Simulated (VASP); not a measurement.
# GaSb (Immm) in VASP: a series of runs, part 2 of 2

VASP 6.6.1. The steps go on from the part before.

### Step 3. Single point, PBE

This run uses another cell than the first one, of 18.00 Å³/atom.

INCAR

```
SYSTEM = GaSb
PREC = Accurate
ENCUT = 520
EDIFF = 1E-7
ISMEAR = -1
SIGMA = 0.05
LREAL = .FALSE.
LASPH = .TRUE.
NELM = 100
ALGO = Normal
ISIF = 2
LWAVE = .FALSE.
LCHARG = .FALSE.
GGA = PE
NBANDS = 16
```

KPOINTS

```
regular mesh
0
G
  10 10 10
  0 0 0
```

POSCAR

```
GaSb
1.0
   -1.4604991688      2.3490029169      2.6230003658
    1.4604991688     -2.3490029169      2.6230003658
    1.4604991688      2.3490029169     -2.6230003658
Sb Ga
1 1
Direct
    0.5000000000      0.5000000000      0.0000000000
    0.0000000000      0.0000000000      0.0000000000
```

Potentials or basis: VASP PAW PBE potentials, release 64 (Sb, Ga_d).

On the command line:

```console
$ cat potpaw_PBE.64/Sb/POTCAR potpaw_PBE.64/Ga_d/POTCAR > POTCAR
$ mpirun -np 1 vasp_std > vasp.out
```

OUTCAR:

```text
SYSTEM = GaSb
   PREC = Accurate
   ENCUT = 520
   EDIFF = 1E-7
   ISMEAR = -1
   LREAL = .FALSE.
   LASPH = .TRUE.
   NELM = 100
   ISIF = 2
   GGA = PE

 ion  position               nearest neighbor table
   1  0.500  0.500  0.000-   2 2.62   2 2.62   2 2.77   2 2.77   2 2.77   2 2.77
   2  0.000  0.000  0.000-   1 2.62   1 2.62   1 2.77   1 2.77   1 2.77   1 2.77

  LATTYP: Found a body centered orthorhombic cell.
 ALAT       =     2.9209983376
 B/A-ratio  =     1.6083562162
[... 646 lines left out ...]
------------------------ aborting loop because EDIFF is reached ----------------------------------------

  FORCE on cell =-STRESS in cart. coord.  units (eV):
  Direction    XX          YY          ZZ          XY          YZ          ZX
  --------------------------------------------------------------------------------------
  -------------------------------------------------------------------------------------
  Total        6.7929316      6.7938837      6.8021860      0.0000000      0.0000000      0.0000000
  in kB      302.3601902    302.4025707    302.7721159      0.0000000      0.0000000      0.0000000
  external PRESSURE =     302.5116256 kB  Pullay stress =       0.0000000 kB

 VOLUME and BASIS-vectors are now :
 -----------------------------------------------------------------------------
  energy-cutoff  :      520.00
  volume of cell :       36.00
      direct lattice vectors                 reciprocal lattice vectors
    -1.460499169  2.349002917  2.623000366     0.000000000  0.212856270  0.190621399
     1.460499169 -2.349002917  2.623000366     0.342348706  0.000000000  0.190621399
     1.460499169  2.349002917 -2.623000366     0.342348706  0.212856270  0.000000000

 POSITION                                       TOTAL-FORCE (eV/Angst)
 -----------------------------------------------------------------------------------
      0.00000      0.00000      2.62300         0.000000      0.000000     -0.000000
      0.00000      0.00000      0.00000         0.000000      0.000000      0.000000
 -----------------------------------------------------------------------------------
    total drift:                                0.000000     -0.000000     -0.000000

  FREE ENERGIE OF THE ION-ELECTRON SYSTEM (eV)
  ---------------------------------------------------
  free  energy   TOTEN  =        -6.1266155736 eV

  energy  without entropy=       -6.1219733559  energy(sigma->0) =       -6.12429446
```

OSZICAR:

```text
N       E                     dE             d eps       ncg     rms          rms(c)
DAV:   1     0.793007110782E+02    0.79301E+02   -0.86872E+03  5776   0.164E+03
DAV:   2    -0.927981030784E+00   -0.80229E+02   -0.77041E+02  6456   0.307E+02
DAV:   3    -0.608436495429E+01   -0.51564E+01   -0.51343E+01  6728   0.604E+01
DAV:   4    -0.615880376987E+01   -0.74439E-01   -0.74430E-01  6752   0.786E+00
DAV:   5    -0.616040044811E+01   -0.15967E-02   -0.15966E-02  7136   0.104E+00    0.378E+00
DAV:   6    -0.613472903953E+01    0.25671E-01   -0.41236E-02  7144   0.456E+00    0.222E+00
DAV:   7    -0.612695713152E+01    0.77719E-02   -0.12636E-02  8056   0.171E+00    0.331E-01
DAV:   8    -0.612662480308E+01    0.33233E-03   -0.18325E-03  7208   0.714E-01    0.363E-02
DAV:   9    -0.612661623363E+01    0.85695E-05   -0.11117E-04  6560   0.862E-02    0.179E-02
DAV:  10    -0.612661560777E+01    0.62586E-06   -0.77996E-06  7240   0.198E-02    0.380E-03
DAV:  11    -0.612661603061E+01   -0.42284E-06   -0.10061E-06  6624   0.742E-03    0.246E-03
DAV:  12    -0.612661556102E+01    0.46959E-06   -0.57269E-08  4608   0.287E-03    0.593E-04
DAV:  13    -0.612661557356E+01   -0.12538E-07   -0.93813E-09  3832   0.119E-03
   1 F= -.61266156E+01 E0= -.61242945E+01  d E =-.464222E-02
```

stdout:

```text
POSCAR found type information on POSCAR SbGa
 POSCAR found :  2 types and       2 ions
 scaLAPACK will be used
 LDA part: xc-table for (Slater+PW92), standard interpolation
 POSCAR, INCAR and KPOINTS ok, starting setup
 FFT: planning ... GRIDC
 FFT: planning ... GRID_SOFT
 FFT: planning ... GRID
 WAVECAR not read
 entering main loop
```

Run time: 48 s. Hardware: 1 thread of Intel Xeon 6975P-C (Granite Rapids), shared host; peak memory 0.23 GiB.

What came out:

* Free energy: -6.1266 eV
* Pressure: 30.3 GPa
* Band gap on the k mesh: zero (bands 9 and 10 overlap by 7.58 eV)

Caveat: the cell stands under pressure; spin-orbit coupling is left out, which moves the levels of the heavy elements.

### Step 4. Single point, PBE

This run uses another cell than the first one, of 19.20 Å³/atom.

INCAR

```
SYSTEM = GaSb
PREC = Accurate
ENCUT = 520
EDIFF = 1E-6
ISMEAR = -1
SIGMA = 0.05
LREAL = .False.
LASPH = .True.
NELM = 100
ALGO = Normal
ISIF = 2
LWAVE = .False.
LCHARG = .False.
GGA = PE
NBANDS = 16
```

KPOINTS

```
regular mesh
0
Gamma
  10 10 10
  0 0 0
```

POSCAR

```
GaSb
1.0
   -1.4875107814      2.4117272966      2.6759048260
    1.4875107814     -2.4117272966      2.6759048260
    1.4875107814      2.4117272966     -2.6759048260
Sb Ga
1 1
Direct
    0.5000000000      0.5000000000      0.0000000000
    0.0000000000      0.0000000000      0.0000000000
```

On the command line:

```console
$ cat potpaw_PBE.64/Sb/POTCAR potpaw_PBE.64/Ga_d/POTCAR > POTCAR
$ mpirun -np 1 vasp_std > vasp.out
```

Wall time 45 s (1 thread of Intel Xeon 6975P-C (Granite Rapids), shared host); peak memory 0.25 GiB.

It converged, with:

* Free energy: -6.5004 eV
* Pressure: 20.1 GPa
* Band gap on the k mesh: zero (bands 9 and 10 overlap by 6.90 eV)

Levels at points of the mesh, in eV from the Fermi level:
| k point | band 5 | band 6 | band 7 | band 8 | band 9 | band 10 | band 11 | band 12 | band 13 | band 14 |
| --- | --- | --- | --- | --- | --- | --- | --- | --- | --- | --- |
| (0.00, 0.00, 0.00) | -15.14 | -13.91 | -2.78 | -2.02 | -2.00 | 3.06 | 5.93 | 7.04 | 8.75 | 9.24 |
| (0.50, 0.00, 0.00) | -15.14 | -11.85 | -9.63 | -0.13 | 1.37 | 3.33 | 3.57 | 5.11 | 7.02 | 8.87 |
| (0.00, 0.50, 0.00) | -15.12 | -8.93 | -7.48 | -2.01 | -0.68 | -0.58 | 0.49 | 3.60 | 3.96 | 10.01 |
| (0.50, 0.50, 0.00) | -15.12 | -8.69 | -6.62 | -2.96 | -2.81 | -2.60 | 2.65 | 4.77 | 8.34 | 8.38 |
| (0.50, 0.50, 0.50) | -15.13 | -10.06 | -6.71 | -6.38 | -6.18 | 2.72 | 6.72 | 12.27 | 12.43 | 13.24 |

Caveat: the cell stands under pressure; spin-orbit coupling is left out, which moves the levels of the heavy elements.

### Step 5. Single point, PBE

This run uses another cell than the first one, of 20.91 Å³/atom.

INCAR

```
ALGO = Normal
EDIFF = 1E-6
ENCUT = 520
GGA = PE
ISIF = 2
ISMEAR = -1
LASPH = T
LCHARG = T
LELF = T
LREAL = F
LVHAR = T
LWAVE = F
NBANDS = 16
NELM = 80
PREC = Accurate
SIGMA = 0.05
```

KPOINTS

```
k-points
0
Gamma
  10 10 10
```

POSCAR

```
GaSb
1.0
   -1.5319365060      2.4833018751      2.7482058603
    1.5319365060     -2.4833018751      2.7482058603
    1.5319365060      2.4833018751     -2.7482058603
Sb Ga
1 1
Direct
    0.5000000000      0.5000000000      0.0000000000
    0.0000000000      0.0000000000      0.0000000000
```

On the command line:

```console
$ cat potpaw_PBE.64/Sb/POTCAR potpaw_PBE.64/Ga_d/POTCAR > POTCAR
$ mpirun -np 1 vasp_std > vasp.out
```

It took 76 s on 1 thread of Intel Xeon 6975P-C (Granite Rapids), shared host; peak memory 0.25 GiB.

The run converged. Its results:

```yaml
Free_energy: -6.8154 eV
Pressure: 10.0 GPa
Band_gap_on_the_k_mesh: zero (bands 9 and 10 overlap by 6.16 eV)
```

Levels at points of the mesh, in eV from the Fermi level:
| k point | band 5 | band 6 | band 7 | band 8 | band 9 | band 10 | band 11 | band 12 | band 13 | band 14 |
| --- | --- | --- | --- | --- | --- | --- | --- | --- | --- | --- |
| (0.00, 0.00, 0.00) | -15.02 | -13.13 | -2.48 | -2.32 | -1.83 | 3.24 | 5.36 | 6.76 | 8.19 | 8.59 |
| (0.50, 0.00, 0.00) | -15.02 | -11.28 | -8.99 | -0.10 | 1.45 | 3.00 | 3.33 | 4.65 | 6.67 | 8.55 |
| (0.00, 0.50, 0.00) | -15.01 | -8.68 | -6.99 | -1.94 | -0.59 | -0.50 | 0.67 | 3.26 | 3.77 | 9.65 |
| (0.50, 0.50, 0.00) | -15.00 | -8.54 | -6.01 | -3.00 | -2.63 | -2.35 | 2.85 | 4.54 | 7.76 | 8.07 |
| (0.50, 0.50, 0.50) | -15.01 | -9.79 | -6.14 | -6.09 | -5.61 | 2.56 | 6.49 | 11.31 | 11.42 | 12.13 |

Caveat: the cell stands under pressure; spin-orbit coupling is left out, which moves the levels of the heavy elements.

### Step 6. Overview

```tsv
level	cell	k mesh	grid for exact exchange (PRECFOCK)	share of exact exchange	screening parameter	gap on the mesh (eV)	pressure (GPa)
PBE-based screened hybrid with 25 % exact exchange	a = 4.236 Å, angles 136.9, 101.7, 93.9°, 2 atoms	5 × 5 × 5	Normal	0.25	0.15 1/Å	none	-2.6
PBE	a = 3.812 Å, angles 134.9, 103.9, 93.0°, 2 atoms	10 × 10 × 10	-	-	-	none	30.3
PBE	a = 3.897 Å, angles 135.1, 103.5, 93.3°, 2 atoms	10 × 10 × 10	-	-	-	none	20.1
PBE	a = 4.008 Å, angles 135.1, 103.4, 93.4°, 2 atoms	10 × 10 × 10	-	-	-	none	10.0
```

Alike in all rows: task single point; potentials or basis VASP PAW PBE potentials, release 64 (Sb, Ga_d); no spin polarisation; cutoff (eV) 520; smearing fermi-dirac 0.05 eV.

Caveats: some runs use coarse meshes; spin-orbit coupling is left out, which moves the levels of the heavy elements; the cell stands under pressure (at least some runs); the PAW data sets were made with another functional, which shifts forces and pressure a little (at least some runs).

Total energies depend on the potentials used, so only differences within one code and one set of settings carry meaning.
